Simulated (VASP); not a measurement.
# YTl: electric field gradients with LDA

Crystal: YTl.

```
Y Tl
1.0
     3.78851    0.00000    0.00000
     0.00000    3.78851    0.00000
     0.00000    0.00000    3.75100
Y Tl
1 1
Direct
  0.50000 0.50000 0.50000
  0.00000 0.00000 0.00000
```

This cell differs from its parent crystal: equal xx and yy strain of +1 %.

| Property | Result |
| --- | --- |
| Program | VASP 6.6.1 |
| Task | electric field gradients |
| Functional | LDA |
| Potentials or basis | VASP PAW LDA potentials, release 64 (Y_sv, Tl_d) |
| Cutoff | 520 eV |
| k mesh | 11 × 11 × 11 |
| Occupations | fermi-dirac, width 0.08 eV |
| Spin | no spin polarisation |
| Dipole correction | no |
| Further INCAR settings | ALGO = Normal; EDIFF = 1e-08; NBANDS = 19 |

```
Pressure                                : -4.0 GPa
Band gap on the k mesh                  : zero (bands 12 and 13 overlap by 2.17 eV)
Largest electric field gradient by atom : Y -0.7; Tl +9.2 V/Å²
```

Stress tensor (GPa, compression positive):
```
-4.03  0.00  0.00
 0.00 -4.03  0.00
 0.00  0.00 -3.91
```

Levels at points of the mesh, in eV from the Fermi level:
| k point | band 9 | band 10 | band 11 | band 12 | band 13 | band 14 | band 15 | band 16 |
| --- | --- | --- | --- | --- | --- | --- | --- | --- |
| (0.00, 0.00, 0.00) | -11.45 | -8.96 | -0.14 | -0.14 | 2.95 | 2.95 | 3.14 | 3.35 |

Electric field gradients, principal values (V/Å²):
```
atom   least  middle  greatest (by size)
 1 Y   0.365   0.365              -0.731
2 Tl  -4.578  -4.578               9.156
```

It took 75 s on 1 thread of Intel Xeon 8259CL, on a shared host, peak memory 0.26 GiB.

Caveat: the cell differs from its parent crystal (equal xx and yy strain of +1 %); the cell stands under tension; without QUAD_EFG the Cq values of the log hold for a quadrupole moment of 1 mb, not for the nuclei; spin-orbit coupling is left out, which moves the levels of the heavy elements.
